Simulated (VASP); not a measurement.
# WSe2 (P6_3/mmc) in VASP: a series of runs

WSe2 is run at these levels: r2SCAN+D3(BJ); tasks: single point, relaxation of shape and atoms at fixed volume.

Everything below comes from runs of VASP 6.6.1. Logs are shortened: lines on timing, memory, paths and dates and some standing lists are left out, and cuts for length are marked.

**The experiment to reproduce.**

From “Time-resolved XUV ARPES with tunable 24–33 eV laser pulses at 30 meV resolution”, 2019, pmc:6684652, for a bulk crystal of WSe2: band gap 1.3 eV (indirect).

How close the calculation comes is told below.

## 1. The cell of the first run

The structure is hexagonal, space group P6_3/mmc (No. 194). The conventional cell has a = 3.290 Å, b = 3.290 Å, c = 12.970 Å, α = 90.00°, β = 90.00°, γ = 120.00°. Within 3.3 Å of W (site symmetry -6m2) lie 6 Se at 2.53 Å and 6 W at 3.29 Å. Within 3.3 Å of Se (site symmetry 3m) lie 3 W at 2.53 Å and 6 Se at 3.29 Å.

## 2. Single point, r2SCAN+D3(BJ)

Input file POSCAR:

```
WSe2
1.0
    3.2900000000      0.0000000000      0.0000000000
   -1.6450000000      2.8492235785      0.0000000000
    0.0000000000      0.0000000000     12.9700000000
W Se
2 4
Direct
    0.3333333333      0.6666666667      0.2500000000
    0.6666666667      0.3333333333      0.7500000000
    0.3333333333      0.6666666667      0.6210000000
    0.6666666667      0.3333333333      0.1210000000
    0.3333333333      0.6666666667      0.8790000000
    0.6666666667      0.3333333333      0.3790000000
```

Input file INCAR.step1:

```
SYSTEM = WSe2
PREC     = Accurate       ! precision mode
ENCUT    = 520            ! plane-wave cutoff, eV
ISMEAR   = 0              ! smearing method
SIGMA    = 0.1            ! smearing width, eV
LREAL    = .False.        ! projectors in reciprocal space
LASPH    = .True.         ! aspherical terms in the spheres
NELM     = 60             ! most SCF steps
NBANDS   = 35             ! bands
GGA      = PE             ! functional
ALGO     = Normal         ! electronic algorithm
EDIFF    = 1E-4           ! SCF threshold, eV
LWAVE    = .True.         ! write WAVECAR
LCHARG   = .False.        ! write CHGCAR
```

Input file INCAR.step2:

```
SYSTEM = WSe2
PREC     = Accurate       ! precision mode
ENCUT    = 520            ! plane-wave cutoff, eV
EDIFF    = 1E-6           ! SCF threshold, eV
ISMEAR   = 0              ! smearing method
SIGMA    = 0.1            ! smearing width, eV
LREAL    = .False.        ! projectors in reciprocal space
LASPH    = .True.         ! aspherical terms in the spheres
NELM     = 60             ! most SCF steps
ALGO     = Normal         ! electronic algorithm
ISIF     = 2              ! what is computed and relaxed
LWAVE    = .False.        ! write WAVECAR
LCHARG   = .False.        ! write CHGCAR
METAGGA  = R2SCAN         ! meta-GGA
LMIXTAU  = .True.       
IVDW     = 12             ! dispersion correction
VDW_S6   = 1.0          
VDW_S8   = 0.78981345   
VDW_A1   = 0.49484001   
VDW_A2   = 5.73083694   
NBANDS   = 35             ! bands
ISTART   = 1
```

Input file KPOINTS:

```
Automatic mesh
0
Gamma
  6 6 2
  0 0 0
```

Potentials or basis: VASP PAW PBE potentials, release 64 (W_sv, Se).

Run with:

```console
cat potpaw_PBE.64/W_sv/POTCAR potpaw_PBE.64/Se/POTCAR > POTCAR
cp INCAR.step1 INCAR
mpirun -np 1 vasp_std > vasp.out
cp INCAR.step2 INCAR
mpirun -np 1 vasp_std > vasp.out
```

OUTCAR:

```text
SYSTEM = WSe2
   PREC = Accurate
   ENCUT = 520
   EDIFF = 1E-6
   ISMEAR = 0
   LREAL = .False.
   LASPH = .True.
   NELM = 60
   ISIF = 2
   METAGGA = R2SCAN
   IVDW = 12
   ISTART = 1
 IVDW          = 12

 ion  position               nearest neighbor table
   1  0.333  0.667  0.250-   4 2.53   6 2.53   4 2.53   6 2.53   4 2.53   6 2.53
   2  0.667  0.333  0.750-   3 2.53   5 2.53   3 2.53   5 2.53   3 2.53   5 2.53
   3  0.333  0.667  0.621-   2 2.53   2 2.53   2 2.53
   4  0.667  0.333  0.121-   1 2.53   1 2.53   1 2.53
   5  0.333  0.667  0.879-   2 2.53   2 2.53   2 2.53
   6  0.667  0.333  0.379-   1 2.53   1 2.53   1 2.53

  LATTYP: Found a hexagonal cell.
 ALAT       =     3.2900000000
 C/A-ratio  =     3.9422492401

  Lattice vectors:

 A1 = (   3.2900000000,   0.0000000000,   0.0000000000)
 A2 = (  -1.6450000000,   2.8492235785,   0.0000000000)
 A3 = (   0.0000000000,   0.0000000000,  12.9700000000)

Analysis of symmetry for initial positions (statically):
=====================================================================
 Subroutine PRICEL returns:
 Original cell was already a primitive cell.

 Routine SETGRP: Setting up the symmetry group for a
 hexagonal supercell.

 Subroutine GETGRP returns: Found 24 space group operations
 (whereof 12 operations were pure point group operations)
 out of a pool of 24 trial point group operations.

The static configuration has the point symmetry D_3d.
 The point group associated with its full space group is D_6h.

Analysis of symmetry for dynamics (positions and initial velocities):
=====================================================================
 Subroutine PRICEL returns:
 Original cell was already a primitive cell.

 Routine SETGRP: Setting up the symmetry group for a
 hexagonal supercell.

 Subroutine GETGRP returns: Found 24 space group operations
 (whereof 12 operations were pure point group operations)
 out of a pool of 24 trial point group operations.

The dynamic configuration has the point symmetry D_3d.
 The point group associated with its full space group is D_6h.

 Subroutine INISYM returns: Found 24 space group operations
 (whereof 12 operations are pure point group operations),
 and found     1 'primitive' translations

----------------------------------------------------------------------------------------

                                     Primitive cell

  volume of cell :     121.5801

  direct lattice vectors                    reciprocal lattice vectors
     3.290000000  0.000000000  0.000000000     0.303951368  0.175486404  0.000000000
    -1.645000000  2.849223579  0.000000000     0.000000000  0.350972808  0.000000000
     0.000000000  0.000000000 12.970000000     0.000000000  0.000000000  0.077101002

  length of vectors
     3.290000000  3.290000000 12.970000000     0.350972808  0.350972808  0.077101002

  position of ions in fractional coordinates (direct lattice)
     0.333333333  0.666666667  0.250000000
     0.666666667  0.333333333  0.750000000
     0.333333333  0.666666667  0.621000000
     0.666666667  0.333333333  0.121000000
     0.333333333  0.666666667  0.879000000
     0.666666667  0.333333333  0.379000000

  ion indices of the primitive-cell ions
   primitive index   ion index
                 1           1
                 2           2
                 3           3
                 4           4
                 5           5
                 6           6

----------------------------------------------------------------------------------------

 KPOINTS: Automatic mesh

Automatic generation of k-mesh.
 Grid dimensions read from file:
 generate k-points for:    6    6    2

 Generating k-lattice:

  Cartesian coordinates                     Fractional coordinates (reciprocal lattice)
     0.050658561  0.029247734  0.000000000     0.166666667  0.000000000  0.000000000
     0.000000000  0.058495468  0.000000000     0.000000000  0.166666667  0.000000000
     0.000000000  0.000000000  0.038550501     0.000000000  0.000000000  0.500000000

  Length of vectors
     0.058495468  0.058495468  0.038550501

  Shift w.r.t. Gamma in fractional coordinates (k-lattice)
     0.000000000  0.000000000  0.000000000

 Subroutine IBZKPT returns following result:
 ===========================================

 Found     14 irreducible k-points:

 Following reciprocal coordinates:
            Coordinates               Weight
  0.000000  0.000000  0.000000      1.000000
  0.166667  0.000000  0.000000      6.000000
  0.333333  0.000000  0.000000      6.000000
  0.500000  0.000000  0.000000      3.000000
  0.166667  0.166667  0.000000      6.000000
  0.333333  0.166667  0.000000     12.000000
  0.333333  0.333333  0.000000      2.000000
  0.000000  0.000000  0.500000      1.000000
  0.166667  0.000000  0.500000      6.000000
  0.333333  0.000000  0.500000      6.000000
  0.500000  0.000000  0.500000      3.000000
  0.166667  0.166667  0.500000      6.000000
  0.333333  0.166667  0.500000     12.000000
  0.333333  0.333333  0.500000      2.000000
   k-points           NKPTS =     14   k-points in BZ     NKDIM =     14   number of bands    NBANDS=     35
   number of dos      NEDOS =    301   number of ions     NIONS =      6
   total plane-waves  NPLWV =  55296
   dimension x,y,z NGX =    24 NGY =   24 NGZ =   96
   dimension x,y,z NGXF=    48 NGYF=   48 NGZF=  192
   ions per type =               2   4
   NGX,Y,Z   is equivalent  to a cutoff of  12.13, 12.13, 12.31 a.u.
   NGXF,Y,Z  is equivalent  to a cutoff of  24.25, 24.25, 24.61 a.u.
 SYSTEM =  WSe2
   PREC   = accura    normal or accurate (medium, high low for compatibility)
   ISTART =      1    job   : 0-new  1-cont  2-samecut
   ICHARG =      0    charge: 1-file 2-atom 10-const
   ISPIN  =      1    spin polarized calculation?
   LNONCOLLINEAR =      F non collinear calculations
   LSORBIT =      F    spin-orbit coupling
   LASPH  =      T    aspherical Exc in radial PAW
   ENCUT  =  520.0 eV  38.22 Ry    6.18 a.u.   6.12  6.12 24.12*2*pi/ulx,y,z
   NELM   =     60;   NELMIN=  2; NELMDL=  0     # of ELM steps
   EDIFF  = 0.1E-05   stopping-criterion for ELM
   LREAL  =      F    real-space projection
   EDIFFG = 0.1E-04   stopping-criterion for IOM
   NSW    =      0    number of steps for IOM
   IBRION =     -1    ionic relax: 0-MD 1-quasi-New 2-CG
   NFREE  =      0    steps in history (QN), initial steepest desc. (CG)
   ISIF   =      2    stress and relaxation
   ISYM   =      2    0-nonsym 1-usesym 2-fastsym
   POTIM  = 0.5000    time-step for ionic-motion
   TEBEG  =    0.0;   TEEND  =   0.0 temperature during run
   PSTRESS=    0.0 pullay stress
   NELECT =      52.0000    total number of electrons
   NUPDOWN=      -1.0000    fix difference up-down
   EMIN   =  10.00;   EMAX   =-10.00  energy-range for DOS
   EFERMI =   0.00;   METHOD = LEGACY
   ISMEAR =     0;   SIGMA  =   0.10  broadening in eV -4-tet -1-fermi 0-gaus
   EFERMI_NEDOS =   21; number of points for ismear=-14 and -15
   IALGO  =     38    algorithm
   IMIX   =      4    mixing-type and parameters
     AMIX     =   0.40;   BMIX     =  1.00
     AMIX_MAG =   1.60;   BMIX_MAG =  1.00
  volume/ion in A,a.u.               =      20.26       136.74
  Fermi-wavevector in a.u.,A,eV,Ry     =   1.233451  2.330884 20.699914  1.521401
  Thomas-Fermi vector in A             =   2.368180
   LORBIT       =      0    0 simple, 1 ext, 2 COOP (PROOUT), +10 PAW based schemes
   METAGGA = R2SCAN    functional components
   LHFCALC =     F    Hartree Fock is set to
   AEXX    =    0.0000 exact exchange contribution
   IVDW    =    12    specifies the selected vdW correction
   LEPSILON=     F    determine dielectric tensor
   LRPA    =     F    only Hartree local field effects (RPA)
 non-spin polarized calculation
 Gauss-broadening in eV      SIGMA  =   0.10
  energy-cutoff  :      520.00
  volume of cell :      121.58
 maximum number of plane-waves:      3324
   NGX = 13   NGY = 13   NGZ = 49

 number of electron      51.9999991 magnetization

 Free energy of the ion-electron system (eV)
  ---------------------------------------------------
  ext. energy  EPLUGINS =         0.00000000
  ---------------------------------------------------
  free energy    TOTEN  =      -163.52955346 eV

  energy without entropy =     -163.52955346  energy(sigma->0) =     -163.52955346

 E-fermi :   6.6298     XC(G=0): -11.4074

 val. band max:        6.1030708871   @ k =   0.0000   0.0000   0.0000
 cond. band min:       7.1952427576   @ k =   0.1667   0.1667   0.0000
 fundamental gap:      1.0921718705
 Fermi energy:         6.6297522887

 k-point     1 :       0.0000    0.0000    0.0000
  band No.  band energies     occupation
      1     -70.2151      2.00000
      2     -70.2151      2.00000
      3     -33.8131      2.00000
      4     -33.8131      2.00000
      5     -33.6814      2.00000
      6     -33.6814      2.00000
[... 27 lines left out ...]
     34       9.1447      0.00000
     35      11.1480      0.00000

 k-point     2 :       0.1667    0.0000    0.0000
  band No.  band energies     occupation
      1     -70.2121      2.00000
      2     -70.2121      2.00000
      3     -33.8008      2.00000
      4     -33.8008      2.00000
      5     -33.7447      2.00000
      6     -33.7447      2.00000
[... 27 lines left out ...]
     34       9.5927      0.00000
     35      12.6689      0.00000

 k-point     3 :       0.3333    0.0000    0.0000
  band No.  band energies     occupation
      1     -70.2062      2.00000
      2     -70.2062      2.00000
      3     -33.8690      2.00000
      4     -33.8690      2.00000
      5     -33.7761      2.00000
      6     -33.7760      2.00000
[... 27 lines left out ...]
     34      10.4187      0.00000
     35      11.8929      0.00000
[... 343 lines left out ...]
 k-point    13 :       0.3333    0.1667    0.5000
  band No.  band energies     occupation
      1     -70.2032      2.00000
      2     -70.2032      2.00000
      3     -33.8990      2.00000
      4     -33.8990      2.00000
      5     -33.7724      2.00000
      6     -33.7724      2.00000
[... 27 lines left out ...]
     34      10.4520      0.00000
     35      11.9763      0.00000

 k-point    14 :       0.3333    0.3333    0.5000
  band No.  band energies     occupation
      1     -70.2017      2.00000
      2     -70.2017      2.00000
      3     -33.8677      2.00000
      4     -33.8677      2.00000
      5     -33.8424      2.00000
      6     -33.8424      2.00000
[... 27 lines left out ...]
     34      10.7722      0.00000
     35      12.6518      0.00000

------------------------ aborting loop because EDIFF is reached ----------------------------------------

 Edisp (eV)   -1.32098

 E8    (eV) :    -0.4656

  FORCE on cell =-STRESS in cart. coord.  units (eV):
  Direction    XX          YY          ZZ          XY          YZ          ZX
  --------------------------------------------------------------------------------------
  -------------------------------------------------------------------------------------
  Total       0.39405     0.39405    -0.22743     0.00000    -0.00000     0.00000
  in kB       5.19272     5.19272    -2.99710     0.00000    -0.00000     0.00000
  external pressure =        2.46 kB  Pullay stress =        0.00 kB

 VOLUME and BASIS-vectors are now :
 -----------------------------------------------------------------------------
  energy-cutoff  :      520.00
  volume of cell :      121.58
      direct lattice vectors                 reciprocal lattice vectors
     3.290000000  0.000000000  0.000000000     0.303951368  0.175486404  0.000000000
    -1.645000000  2.849223579  0.000000000     0.000000000  0.350972808  0.000000000
     0.000000000  0.000000000 12.970000000     0.000000000  0.000000000  0.077101002

 POSITION                                       TOTAL-FORCE (eV/Angst)
 -----------------------------------------------------------------------------------
     -0.00000      1.89948      3.24250         0.000000      0.000000      0.000000
      1.64500      0.94974      9.72750        -0.000000      0.000000      0.000000
     -0.00000      1.89948      8.05437        -0.000000     -0.000000      0.104266
      1.64500      0.94974      1.56937         0.000000     -0.000000      0.104266
     -0.00000      1.89948     11.40063         0.000000      0.000000     -0.104266
      1.64500      0.94974      4.91563         0.000000      0.000000     -0.104266
 -----------------------------------------------------------------------------------
    total drift:                               -0.000000      0.000000     -0.000000

  FREE ENERGIE OF THE ION-ELECTRON SYSTEM (eV)
  ---------------------------------------------------
  free  energy   TOTEN  =      -164.8505331169 eV

  energy  without entropy=     -164.8505331169  energy(sigma->0) =     -164.85053312
```

It took 82 s on 1 thread of Intel Xeon 6975P-C (Granite Rapids), shared host; peak memory 0.26 GiB.

What came out:

```yaml
Free_energy: -164.8505 eV
Pressure: 0.2 GPa
Largest_force: 0.104 eV/Å
Band_gap_on_the_k_mesh: 1.09 eV, indirect (least direct gap 1.64 eV)
Dispersion_energy_per_atom: -0.220 eV
```

Forces on the atoms (eV/Å):
```
W    0.000  0.000  0.000
W    0.000  0.000  0.000
Se   0.000  0.000  0.104
Se   0.000  0.000  0.104
Se   0.000  0.000 -0.104
Se   0.000  0.000 -0.104
```

Caveat: the PAW data sets were made with another functional, which shifts forces and pressure a little; spin-orbit coupling is left out, which moves the levels of the heavy elements.

## 3. Single point, r2SCAN+D3(BJ)

This run uses another cell than the first one, of 20.53 Å³/atom, 1.013 times its volume.

Input file POSCAR:

```
WSe2
1.0
    3.2973798314      0.0000000000      0.0000000000
   -1.6486899157      2.8556147000      0.0000000000
    0.0000000000      0.0000000000     13.0814704529
W Se
2 4
Direct
    0.3333333333      0.6666666667      0.2500000000
    0.6666666667      0.3333333333      0.7500000000
    0.3333333333      0.6666666667      0.6227906161
    0.6666666667      0.3333333333      0.1227906161
    0.3333333333      0.6666666667      0.8772093839
    0.6666666667      0.3333333333      0.3772093839
```

Input file INCAR.step1:

```
SYSTEM = WSe2
ALGO = Normal
EDIFF = 1E-4
ENCUT = 520
GGA = PE
ISMEAR = 0
LASPH = .TRUE.
LCHARG = .FALSE.
LREAL = .FALSE.
LWAVE = .TRUE.
NBANDS = 35
NELM = 80
PREC = Accurate
SIGMA = 0.02
```

Input file INCAR.step2:

```
SYSTEM = WSe2
ALGO = Normal
EDIFF = 1E-6
ENCUT = 520
ISIF = 2
ISMEAR = 0
ISTART = 1
IVDW = 12
LASPH = .TRUE.
LCHARG = .FALSE.
LMIXTAU = .TRUE.
LREAL = .FALSE.
LWAVE = .FALSE.
METAGGA = R2SCAN
NBANDS = 35
NELM = 80
PREC = Accurate
SIGMA = 0.02
VDW_A1 = 0.49484001
VDW_A2 = 5.73083694
VDW_S6 = 1.0
VDW_S8 = 0.78981345
```

Input file KPOINTS:

```
k-points
0
G
  9 9 2
  0 0 0
```

Potentials or basis: VASP PAW PBE potentials, release 64 (W_sv, Se).

Run with:

```console
cat potpaw_PBE.64/W_sv/POTCAR potpaw_PBE.64/Se/POTCAR > POTCAR
cp INCAR.step1 INCAR
mpirun -np 1 vasp_std > vasp.out
cp INCAR.step2 INCAR
mpirun -np 1 vasp_std > vasp.out
```

It took 6 min on 1 thread of Intel Xeon Platinum 8259CL at 2.50GHz (Skylake/Cascade Lake), shared host; peak memory 0.33 GiB.

The run converged. Its results:

- Free energy: -164.8579 eV
- Pressure: 0.3 GPa
- Largest force: 0.043 eV/Å
- Band gap on the k mesh: 1.23 eV, indirect (least direct gap 1.61 eV)
- Dispersion energy per atom: -0.217 eV

Forces on the atoms (eV/Å):
```
W    0.000  0.000  0.000
W    0.000  0.000  0.000
Se   0.000  0.000 -0.043
Se   0.000  0.000 -0.043
Se   0.000  0.000  0.043
Se   0.000  0.000  0.043
```

Levels at points of the mesh, in eV from the valence-band top:
```
           k point  band 24  band 25  band 26  band 27  band 28  band 29
(0.00, 0.00, 0.00)    -1.27    -1.07     0.00     2.75     2.75     2.79
(0.00, 0.00, 0.50)    -1.70    -0.25    -0.25     2.76     2.76     2.76
```

Caveat: the PAW data sets were made with another functional, which shifts forces and pressure a little; spin-orbit coupling is left out, which moves the levels of the heavy elements.

(Part 1 of 2 ends here.)
